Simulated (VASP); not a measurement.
# CaB2 (P6/mmm) in VASP: further runs

CaB2 is run at these levels: LDA; tasks: single point.

All numbers are computed with VASP 6.6.1; they aren't measurements. Logs are shortened: lines on timing, memory, paths and dates and some standing lists are left out, and cuts for length are marked.

## 1. The cell of the first run

The structure is hexagonal, space group P6/mmm (No. 191). The conventional cell has a = 3.226 Å, b = 3.226 Å, c = 4.067 Å, α = 90.00°, β = 90.00°, γ = 120.00°. Within 3.6 Å of Ca (site symmetry 6/mmm) lie 12 B at 2.76 Å and 6 Ca at 3.23 Å. B (site symmetry -6m2) has 3 B at 1.86 Å within 2.5 Å.

## 2. Single point, LDA

INCAR reads:

```
SYSTEM = CaB2
PREC = Accurate ; ENCUT = 520
EDIFF = 1E-6 ; ISMEAR = 0
SIGMA = 0.1 ; LREAL = .FALSE.
LASPH = .TRUE. ; NELM = 100
ALGO = Normal ; ISIF = 2
LWAVE = .FALSE. ; LCHARG = .FALSE.
NBANDS = 15
```

KPOINTS reads:

```
Automatic mesh
0
G
  7 7 5
  0 0 0
```

POSCAR reads:

```
CaB2
1.0
    3.2264302843      0.0000000000      0.0000000000
   -1.6132151421      2.7941705897      0.0000000000
    0.0000000000      0.0000000000      4.0673920000
Ca B
1 2
Direct
    0.0000000000      0.0000000000      0.0000000000
    0.6666666667      0.3333333333      0.5000000000
    0.3333333333      0.6666666667      0.5000000000
```

Potentials or basis: VASP PAW LDA potentials, release 64 (Ca_sv, B).

The run is started by

```sh
> cat potpaw_LDA.64/Ca_sv/POTCAR potpaw_LDA.64/B/POTCAR > POTCAR
> mpirun -np 1 vasp_std > vasp.out
```

OUTCAR:

```text
SYSTEM = CaB2
   PREC = Accurate
   ENCUT = 520
   EDIFF = 1E-6
   ISMEAR = 0
   LREAL = .FALSE.
   LASPH = .TRUE.
   NELM = 100
   ISIF = 2

 ion  position               nearest neighbor table
   1  0.000  0.000  0.000-
   2  0.667  0.333  0.500-   3 1.86   3 1.86   3 1.86
   3  0.333  0.667  0.500-   2 1.86   2 1.86   2 1.86

  LATTYP: Found a hexagonal cell.
 ALAT       =     3.2264302843
 C/A-ratio  =     1.2606477257

  Lattice vectors:

 A1 = (   3.2264302843,   0.0000000000,   0.0000000000)
 A2 = (  -1.6132151421,   2.7941705897,   0.0000000000)
 A3 = (   0.0000000000,   0.0000000000,   4.0673920000)

Analysis of symmetry for initial positions (statically):
=====================================================================
 Subroutine PRICEL returns:
 Original cell was already a primitive cell.

 Routine SETGRP: Setting up the symmetry group for a
 hexagonal supercell.

 Subroutine GETGRP returns: Found 24 space group operations
 (whereof 24 operations were pure point group operations)
 out of a pool of 24 trial point group operations.

The static configuration has the point symmetry D_6h.

Analysis of symmetry for dynamics (positions and initial velocities):
=====================================================================
 Subroutine PRICEL returns:
 Original cell was already a primitive cell.

 Routine SETGRP: Setting up the symmetry group for a
 hexagonal supercell.

 Subroutine GETGRP returns: Found 24 space group operations
 (whereof 24 operations were pure point group operations)
 out of a pool of 24 trial point group operations.

The dynamic configuration has the point symmetry D_6h.

 Subroutine INISYM returns: Found 24 space group operations
 (whereof 24 operations are pure point group operations),
 and found     1 'primitive' translations

----------------------------------------------------------------------------------------

                                     Primitive cell

  volume of cell :      36.6683

  direct lattice vectors                    reciprocal lattice vectors
     3.226430284  0.000000000  0.000000000     0.309940061  0.178943978  0.000000000
    -1.613215142  2.794170590  0.000000000     0.000000000  0.357887956  0.000000000
     0.000000000  0.000000000  4.067392000     0.000000000  0.000000000  0.245857788

  length of vectors
     3.226430284  3.226430284  4.067392000     0.357887956  0.357887956  0.245857788

  position of ions in fractional coordinates (direct lattice)
     0.000000000  0.000000000  0.000000000
     0.666666667  0.333333333  0.500000000
     0.333333333  0.666666667  0.500000000

  ion indices of the primitive-cell ions
   primitive index   ion index
                 1           1
                 2           2
                 3           3

----------------------------------------------------------------------------------------

 KPOINTS: Automatic mesh

Automatic generation of k-mesh.
 Grid dimensions read from file:
 generate k-points for:    7    7    5

 Generating k-lattice:

  Cartesian coordinates                     Fractional coordinates (reciprocal lattice)
     0.044277152  0.025563425  0.000000000     0.142857143 -0.000000000  0.000000000
     0.000000000  0.051126851  0.000000000     0.000000000  0.142857143  0.000000000
     0.000000000  0.000000000  0.049171558     0.000000000  0.000000000  0.200000000

  Length of vectors
     0.051126851  0.051126851  0.049171558

  Shift w.r.t. Gamma in fractional coordinates (k-lattice)
     0.000000000  0.000000000  0.000000000

 Subroutine IBZKPT returns following result:
 ===========================================

 Found     24 irreducible k-points:

 Following reciprocal coordinates:
            Coordinates               Weight
  0.000000  0.000000  0.000000      1.000000
  0.142857 -0.000000  0.000000      6.000000
  0.285714  0.000000  0.000000      6.000000
  0.428571 -0.000000  0.000000      6.000000
  0.142857  0.142857  0.000000      6.000000
  0.285714  0.142857  0.000000     12.000000
[... 16 lines left out ...]
  0.428571  0.142857  0.400000     12.000000
  0.285714  0.285714  0.400000     12.000000
   k-points           NKPTS =     24   k-points in BZ     NKDIM =     24   number of bands    NBANDS=     15
   number of dos      NEDOS =    301   number of ions     NIONS =      3
   total plane-waves  NPLWV =  17280
   dimension x,y,z NGX =    24 NGY =   24 NGZ =   30
   dimension x,y,z NGXF=    48 NGYF=   48 NGZF=   60
   ions per type =               1   2
   NGX,Y,Z   is equivalent  to a cutoff of  12.37, 12.37, 12.26 a.u.
   NGXF,Y,Z  is equivalent  to a cutoff of  24.73, 24.73, 24.52 a.u.
 SYSTEM =  CaB2
   PREC   = accura    normal or accurate (medium, high low for compatibility)
   ISTART =      0    job   : 0-new  1-cont  2-samecut
   ICHARG =      2    charge: 1-file 2-atom 10-const
   ISPIN  =      1    spin polarized calculation?
   LNONCOLLINEAR =      F non collinear calculations
   LSORBIT =      F    spin-orbit coupling
   LASPH  =      T    aspherical Exc in radial PAW
   ENCUT  =  520.0 eV  38.22 Ry    6.18 a.u.   6.00  6.00  7.56*2*pi/ulx,y,z
   NELM   =    100;   NELMIN=  2; NELMDL= -5     # of ELM steps
   EDIFF  = 0.1E-05   stopping-criterion for ELM
   LREAL  =      F    real-space projection
   EDIFFG = 0.1E-04   stopping-criterion for IOM
   NSW    =      0    number of steps for IOM
   IBRION =     -1    ionic relax: 0-MD 1-quasi-New 2-CG
   NFREE  =      0    steps in history (QN), initial steepest desc. (CG)
   ISIF   =      2    stress and relaxation
   ISYM   =      2    0-nonsym 1-usesym 2-fastsym
   POTIM  = 0.5000    time-step for ionic-motion
   TEBEG  =    0.0;   TEEND  =   0.0 temperature during run
   PSTRESS=    0.0 pullay stress
   NELECT =      16.0000    total number of electrons
   NUPDOWN=      -1.0000    fix difference up-down
   EMIN   =  10.00;   EMAX   =-10.00  energy-range for DOS
   EFERMI =   0.00;   METHOD = LEGACY
   ISMEAR =     0;   SIGMA  =   0.10  broadening in eV -4-tet -1-fermi 0-gaus
   EFERMI_NEDOS =   21; number of points for ismear=-14 and -15
   IALGO  =     38    algorithm
   IMIX   =      4    mixing-type and parameters
     AMIX     =   0.40;   BMIX     =  1.00
     AMIX_MAG =   1.60;   BMIX_MAG =  1.00
  volume/ion in A,a.u.               =      12.22        82.48
  Fermi-wavevector in a.u.,A,eV,Ry     =   1.241703  2.346479 20.977823  1.541826
  Thomas-Fermi vector in A             =   2.376089
   LORBIT       =      0    0 simple, 1 ext, 2 COOP (PROOUT), +10 PAW based schemes
   GGA     = CA    functional components
   LHFCALC =     F    Hartree Fock is set to
   AEXX    =    0.0000 exact exchange contribution
   IVDW    =     0    specifies the selected vdW correction
   LEPSILON=     F    determine dielectric tensor
   LRPA    =     F    only Hartree local field effects (RPA)
 non-spin polarized calculation
 Gauss-broadening in eV      SIGMA  =   0.10
  energy-cutoff  :      520.00
  volume of cell :       36.67
 maximum number of plane-waves:      1002
 NGX is ok and might be reduce to    24
   NGX = 11   NGY = 11   NGZ = 15

 number of electron      16.0000004 magnetization

 Free energy of the ion-electron system (eV)
  ---------------------------------------------------
  ext. energy  EPLUGINS =         0.00000000
  ---------------------------------------------------
  free energy    TOTEN  =       -17.72902796 eV

  energy without entropy =      -17.71881522  energy(sigma->0) =      -17.72392159

 E-fermi :   4.5421     XC(G=0): -11.0649

 val. band max:        4.5329893972   @ k =   0.2857   0.2857   0.4000
 cond. band min:       4.5550184587   @ k =   0.1429  -0.0000   0.2000
 fundamental gap:      0.0220290614
 Fermi energy:         4.5420518867

 k-point     1 :       0.0000    0.0000    0.0000
  band No.  band energies     occupation
      1     -34.6602      2.00000
      2     -15.9809      2.00000
      3     -15.7249      2.00000
      4     -15.7249      2.00000
      5      -5.7462      2.00000
      6       2.7970      2.00000
      7       4.8605      0.00001
      8       4.8605      0.00001
      9       4.8646      0.00001
     10       9.8810      0.00000
     11       9.8810      0.00000
     12      10.7465      0.00000
     13      10.7465      0.00000
     14      11.5255      0.00000
     15      11.5255      0.00000

 k-point     2 :       0.1429   -0.0000    0.0000
  band No.  band energies     occupation
      1     -34.6379      2.00000
      2     -15.9499      2.00000
      3     -15.8846      2.00000
      4     -15.7582      2.00000
      5      -5.3965      2.00000
      6       2.8158      2.00000
      7       3.6227      2.00000
      8       4.5200      1.24511
      9       5.2920      0.00000
     10       9.0300      0.00000
     11       9.8769      0.00000
     12      10.5416      0.00000
     13      10.6316      0.00000
     14      11.4362      0.00000
     15      12.4006      0.00000

 k-point     3 :       0.2857    0.0000    0.0000
  band No.  band energies     occupation
      1     -34.5873      2.00000
      2     -16.2263      2.00000
      3     -15.8795      2.00000
      4     -15.8321      2.00000
      5      -4.4114      2.00000
      6       1.3315      2.00000
      7       2.9208      2.00000
      8       3.8572      2.00000
      9       5.8140      0.00000
     10       8.7304      0.00000
     11       9.1868      0.00000
     12      10.1265      0.00000
     13      10.6507      0.00000
     14      11.1932      0.00000
     15      12.7629      0.00000
[... 343 lines left out ...]
 k-point    23 :       0.4286    0.1429    0.4000
  band No.  band energies     occupation
      1     -34.5310      2.00000
      2     -16.4498      2.00000
      3     -15.9869      2.00000
      4     -15.8937      2.00000
      5      -2.4393      2.00000
      6      -0.9551      2.00000
      7       2.0793      2.00000
      8       3.8924      2.00000
      9       4.0519      2.00000
     10       9.6350      0.00000
     11      10.7653      0.00000
     12      11.2029      0.00000
     13      11.8778      0.00000
     14      11.9627      0.00000
     15      12.8208      0.00000

 k-point    24 :       0.2857    0.2857    0.4000
  band No.  band energies     occupation
      1     -34.5260      2.00000
      2     -16.3441      2.00000
      3     -16.1392      2.00000
      4     -15.8848      2.00000
      5      -2.2479      2.00000
      6      -0.7848      2.00000
      7       1.2475      2.00000
      8       3.7732      2.00000
      9       4.5330      1.10198
     10      10.1126      0.00000
     11      10.6982      0.00000
     12      10.8320      0.00000
     13      12.0402      0.00000
     14      12.1400      0.00000
     15      13.4163      0.00000

------------------------ aborting loop because EDIFF is reached ----------------------------------------

  FORCE on cell =-STRESS in cart. coord.  units (eV):
  Direction    XX          YY          ZZ          XY          YZ          ZX
  --------------------------------------------------------------------------------------
  -------------------------------------------------------------------------------------
  Total       -1.6155490     -1.6155490     -1.2835907     -0.0000000     -0.0000000     -0.0000000
  in kB      -70.5893985    -70.5893985    -56.0848967     -0.0000000     -0.0000000     -0.0000000
  external PRESSURE =     -65.7545646 kB  Pullay stress =       0.0000000 kB

 VOLUME and BASIS-vectors are now :
 -----------------------------------------------------------------------------
  energy-cutoff  :      520.00
  volume of cell :       36.67
      direct lattice vectors                 reciprocal lattice vectors
     3.226430284  0.000000000  0.000000000     0.309940061  0.178943978  0.000000000
    -1.613215142  2.794170590  0.000000000     0.000000000  0.357887956  0.000000000
     0.000000000  0.000000000  4.067392000     0.000000000  0.000000000  0.245857788

 POSITION                                       TOTAL-FORCE (eV/Angst)
 -----------------------------------------------------------------------------------
      0.00000      0.00000      0.00000        -0.000000     -0.000000     -0.000000
      1.61322      0.93139      2.03370         0.000000     -0.000000     -0.000000
     -0.00000      1.86278      2.03370        -0.000000      0.000000      0.000000
 -----------------------------------------------------------------------------------
    total drift:                               -0.000000      0.000000      0.000000

  FREE ENERGIE OF THE ION-ELECTRON SYSTEM (eV)
  ---------------------------------------------------
  free  energy   TOTEN  =       -17.7290279608 eV

  energy  without entropy=      -17.7188152200  energy(sigma->0) =      -17.72392159
```

It took 5.5 s on 1 thread of Intel Xeon 6975P-C (Granite Rapids), shared host; peak memory 0.14 GiB.

What came out:

```yaml
Free_energy: -17.7290 eV
Pressure: -6.6 GPa
Band_gap_on_the_k_mesh: zero (bands 8 and 9 overlap by 1.31 eV)
```

Stress tensor (GPa, compression positive):
```
-7.06  0.00  0.00
 0.00 -7.06  0.00
 0.00  0.00 -5.61
```

Levels at points of the mesh, in eV from the Fermi level:
| k point | band 5 | band 6 | band 7 | band 8 | band 9 | band 10 | band 11 | band 12 |
| --- | --- | --- | --- | --- | --- | --- | --- | --- |
| (0.00, 0.00, 0.00) | -10.29 | -1.75 | 0.32 | 0.32 | 0.32 | 5.34 | 5.34 | 6.20 |

Caveat: the cell stands under tension.

## 3. Single point, LDA

INCAR reads:

```
SYSTEM = CaB2
PREC = Accurate
ENCUT = 520
EDIFF = 1E-6
ISMEAR = 0
SIGMA = 0.1
LREAL = .FALSE.
LASPH = .TRUE.
NELM = 60
ALGO = Normal
ISIF = 2
LWAVE = .FALSE.
LCHARG = .FALSE.
GGA = CA
NBANDS = 15
```

KPOINTS reads:

```
regular mesh
0
G
  9 9 6
  0 0 0
```

POSCAR is that of step 2.

Potentials or basis: VASP PAW LDA potentials, release 64 (Ca_sv, B).

The run is started by

```sh
> cat potpaw_LDA.64/Ca_sv/POTCAR potpaw_LDA.64/B/POTCAR > POTCAR
> mpirun -np 1 vasp_std > vasp.out
```

Wall time 8.5 s (1 thread of Intel Xeon 6975P-C (Granite Rapids), shared host); peak memory 0.14 GiB.

The run converged. Its results:

| Quantity | Value |
| --- | --- |
| Free energy | -17.7271 eV |
| Pressure | -6.6 GPa |
| Band gap on the k mesh | zero (bands 8 and 9 overlap by 1.54 eV) |

Stress tensor (GPa, compression positive):
```
-6.96  0.00  0.00
 0.00 -6.96  0.00
 0.00  0.00 -5.95
```

Levels at points of the mesh, in eV from the Fermi level:
```tsv
k point	band 6	band 7	band 8	band 9	band 10	band 11
(0.00, 0.00, 0.00)	-1.68	0.37	0.40	0.40	5.38	5.38
(0.00, 0.00, 0.50)	-4.61	0.97	0.97	3.35	4.08	4.08
```

Caveat: the cell stands under tension.

(Continued in part 2 of 2.)
